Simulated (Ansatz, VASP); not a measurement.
## As: VASP beside Ansatz

```
As
1.0
     1.91734    1.10698    3.48577
    -1.91734    1.10698    3.48577
     0.00000   -2.21396    3.48577
As
2
Cartesian
  0.0000 0.0000 2.3795
  0.0000 0.0000 8.0779
```

Change from the starting cell: equal xx and yy strain of +2 %, PAW files.

Alike in both runs: task electric field gradients; functional LDA; k mesh 13 × 13 × 13; occupations fermi-dirac, width 0.05 eV; no spin polarisation.

|  | VASP | Ansatz |
| --- | --- | --- |
| version | VASP 6.6.1 | Ansatz 0.2.0 |
| potentials or method | VASP PAW LDA potentials, release 64 (As) | PAW with Ansatz's default frozen-core files, scalar-relativistic |
| plane-wave cutoff (eV) | 520 | 420 |
| valence electrons in the cell | 10 | 30 |

|  | VASP | Ansatz | Ansatz less VASP |
| --- | --- | --- | --- |
| pressure (GPa) | -4.2 | -4.6 | -0.32 |
| traceless stress, the component that is largest in VASP (GPa) | 0.70 | 0.81 | +0.107 |
| rms of the force components (eV/Å) | 0.027 | 0.059 | +0.0321 |
| size of Vzz on the site where it differs most (V/Å²) | 48.2 | 50.5 | +2.23 |

LDA's correlation is that of Perdew and Zunger in VASP and of Perdew and Wang (1992) in Ansatz. Atom by atom the forces differ by 0.032 eV/Å (rms over components). VASP's potentials hold 10 valence electrons a cell and Ansatz's 30, so a difference there can come from the potentials and not from the codes.
